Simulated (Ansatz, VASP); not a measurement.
MgO in VASP and in Ansatz

```xyz
4
Lattice="3.3146 0.0000 0.0000 -1.6573 2.8705 0.0000 0.0000 0.0000 5.1219" Properties=species:S:1:pos:R:3 pbc="T T T"
Mg    0.0000    1.9137   -0.0406
Mg    1.6573    0.9568    2.5203
O     0.0000    1.9137    1.9664
O     1.6573    0.9568    4.5274
```

Alike in both runs: functional PBE; k mesh 15 × 15 × 8; occupations fermi-dirac, width 0.08 eV; no spin polarisation.

Ansatz relaxed the structure, and its values are those at the end. VASP's run is a single point on that final structure, the one shown.

```csv
,VASP,Ansatz
version,VASP 6.6.1,Ansatz 0.2.0
potentials or method,"VASP PAW PBE potentials, release 64 (Mg, O)","PAW with Ansatz's default frozen-core files, scalar-relativistic"
plane-wave cutoff (eV),520,420
valence electrons in the cell,16,32
```

VASP gave:

```
pressure (GPa) : -0.4
```

Q: What did Ansatz give for the same quantities?

A: Pressure (GPa): 0.0.

VASP's potentials hold 16 valence electrons a cell and Ansatz's 32, so a difference there can come from the potentials and not from the codes.
